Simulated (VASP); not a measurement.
Here is a VASP 6.6.1 calculation.

INCAR

```
PREC = Accurate ; ENCUT = 520
EDIFF = 1E-6 ; ISMEAR = 0
SIGMA = 0.02 ; LREAL = F
LASPH = T ; NELM = 80
ALGO = Normal ; ISIF = 2
LWAVE = F ; LCHARG = F
GGA = PS ; NBANDS = 16
```

KPOINTS

```
regular mesh
0
Gamma
  10 10 8
```

The input POSCAR:

```
Si
1.0
    2.6625787392      2.6625787392      0.0000000000
   -2.7305016662      2.7305016662      0.0000000000
    0.0000000000      0.0000000000      5.4610033324
Si
4
Direct
    0.0000000000      0.5000000000      0.2500000000
    0.0000000000      0.0000000000      0.5000000000
    0.5000000000      0.0000000000      0.7500000000
    0.5000000000      0.5000000000      0.0000000000
```

Potentials or basis: VASP PAW PBE potentials, release 64 (Si).

Launch:

```sh
$ cat potpaw_PBE.64/Si/POTCAR > POTCAR
$ mpirun -np 1 vasp_std > vasp.out
```

Problem. Estimate the band gap on the k mesh.

Solution. 0.35 eV.

Problem. Predict the pressure.

Solution. 1.1 GPa.

Problem. Predict the largest force.

Solution. 0.259 eV/Å.

Forces in eV/Å, atoms in the order of the input:
```
Si   0.000  0.000  0.259
Si   0.000  0.000 -0.259
Si   0.000  0.000  0.259
Si   0.000  0.000 -0.259
```

Caveat: the cell differs from its parent crystal (uniaxial strain along a: -2.0 %); the PAW data sets were made with another functional, which shifts forces and pressure a little. A k mesh can miss the band edges.
